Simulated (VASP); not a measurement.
A run of VASP 6.6.1 is set up as follows.

The input INCAR:

```
SYSTEM = CuO2
PREC = Accurate ; ENCUT = 520
EDIFF = 1E-7 ; ISMEAR = 0
SIGMA = 0.1 ; LREAL = .FALSE.
LASPH = .TRUE. ; NELM = 150
ALGO = Normal ; ISIF = 2
LWAVE = .FALSE. ; LCHARG = .FALSE.
ISPIN = 2 ; MAGMOM = 0.5 0 0
LORBIT = 11 ; LMAXMIX = 4
GGA = PS ; NBANDS = 22
```

KPOINTS

```
Automatic mesh
0
G
  16 16 16
  0 0 0
```

Contents of POSCAR:

```
CuO2
1.0
    0.0000000000      2.3844798777      2.3844798777
    2.3844798777      0.0000000000      2.3844798777
    2.3844798777      2.3844798777      0.0000000000
Cu O
1 2
Direct
    0.0000000000      0.0000000000      0.0000000000
    0.2500000000      0.2500000000      0.2500000000
    0.7500000000      0.7500000000      0.7500000000
```

Potentials or basis: VASP PAW PBE potentials, release 64 (Cu, O).

Command:

```sh
$ cat potpaw_PBE.64/Cu/POTCAR potpaw_PBE.64/O/POTCAR > POTCAR
$ mpirun -np 1 vasp_std > vasp.out
```

(1) Predict the pressure.

(2) Estimate the site moments.

Results:

(1) 0.7 GPa.

(2) Cu +0.57; O +0.60 μB.

Caveat: the PAW data sets were made with another functional, which shifts forces and pressure a little; a cell with one magnetic atom can't hold antiferromagnetic order, which such compounds often take.
